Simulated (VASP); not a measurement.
Here is a VASP 6.6.1 calculation.

Contents of INCAR:

```
PREC = Accurate ; ENCUT = 600
EDIFF = 1E-7 ; ISMEAR = -1
SIGMA = 0.05 ; LREAL = F
LASPH = T ; NELM = 100
ALGO = Normal ; ISIF = 3
LWAVE = F ; LCHARG = F
GGA = PS ; IBRION = 2
NSW = 80 ; EDIFFG = -0.02
```

The input KPOINTS:

```
Automatic mesh
0
Gamma
  11 11 6
```

POSCAR

```
Zn
1.0
    2.6700000000      0.0000000000      0.0000000000
   -1.3350000000      2.3122878281      0.0000000000
    0.0000000000      0.0000000000      4.9660000000
Zn
2
Direct
    0.6666666667      0.3333333333      0.7500000000
    0.3333333333      0.6666666667      0.2500000000
```

Potentials or basis: VASP PAW PBE potentials, release 64 (Zn).

Launch:

```sh
$ cat potpaw_PBE.64/Zn/POTCAR > POTCAR
$ mpirun -np 1 vasp_std > vasp.out
```

Estimate the relaxed volume.

14.08 Å³/atom.

Predict the band gap on the k mesh.

zero (band 12 reaches 4.98 eV, above the bottom of band 13 at 1.25 eV).

Estimate the relaxed cell.

a = 2.647 Å, b = 2.647 Å, c = 4.640 Å, α = 90.00°, β = 90.00°, γ = 120.00°.

Predict the space group after relaxing (to 0.05 Å).

P6_3/mmc (No. 194).

Step by step:
| step | energy change (eV) | largest force (eV/Å) | pressure (GPa) | volume (Å³) |
| --- | --- | --- | --- | --- |
| 1 | 0.0000 | 0.0000 | -5.36 | 30.66 |
| 2 | -0.0373 | 0.0000 | 0.44 | 28.44 |
| 3 | -0.0375 | 0.0000 | 0.04 | 28.57 |
| 4 | -0.0415 | 0.0000 | 0.06 | 28.47 |
| 5 | -0.0513 | 0.0000 | 0.22 | 28.16 |
| 6 | -0.0516 | 0.0000 | 0.38 | 28.05 |
| 7 | -0.0515 | 0.0000 | -0.42 | 28.29 |
| 8 | -0.0517 | 0.0000 | 0.00 | 28.15 |

Caveat: the PAW data sets were made with another functional, which shifts forces and pressure a little.
